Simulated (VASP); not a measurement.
Sn2Sb3: single point with PBE

Sn2Sb3:

```
Sn Sb
1.0
     3.71436    2.14448    7.24550
    -3.71436    2.14448    7.24550
     0.00000   -4.28897    7.24550
Sn Sb
4 6
Direct
  0.86395 0.86395 0.86395
  0.63605 0.63605 0.63605
  0.13605 0.13605 0.13605
  0.36395 0.36395 0.36395
  0.00042 0.49958 0.75000
  0.75000 0.00042 0.49958
  0.49958 0.75000 0.00042
  0.99958 0.50042 0.25000
  0.25000 0.99958 0.50042
  0.50042 0.25000 0.99958
```

```yaml
Program: VASP 6.6.1
Task: single point
Functional: PBE
Potentials_or_basis: VASP PAW PBE potentials, release 64 (Sn_d, Sb)
Cutoff: 520 eV
k_mesh: 3 × 3 × 3
Occupations: gaussian, width 0.1 eV
Spin: no spin polarisation
```

```yaml
Pressure: 0.0 GPa
Largest_force: 0.016 eV/Å
Band_gap_on_the_k_mesh: zero (bands 43 and 44 overlap by 0.66 eV)
```

Forces on the atoms (eV/Å):
```
Sn   0.000  0.000  0.016
Sn   0.000  0.000 -0.016
Sn   0.000  0.000 -0.016
Sn   0.000  0.000  0.016
Sb  -0.004  0.000  0.000
Sb   0.002 -0.004  0.000
Sb   0.002  0.004  0.000
Sb   0.004  0.000  0.000
Sb  -0.002  0.004  0.000
Sb  -0.002 -0.004  0.000
```

Stress tensor (GPa, compression positive):
```
-0.06  0.00  0.00
 0.00 -0.06  0.00
 0.00  0.00  0.23
```

Levels at points of the mesh, in eV from the Fermi level:
```
           k point  band 41  band 42  band 43  band 44  band 45  band 46
(0.00, 0.00, 0.00)    -0.76    -0.05     0.56     0.56     0.92     0.92
```

Wall time 8 min on 1 thread of Intel Xeon 8259CL, on a shared host, peak memory 0.59 GiB.

Caveat: spin-orbit coupling is left out, which moves the levels of the heavy elements.
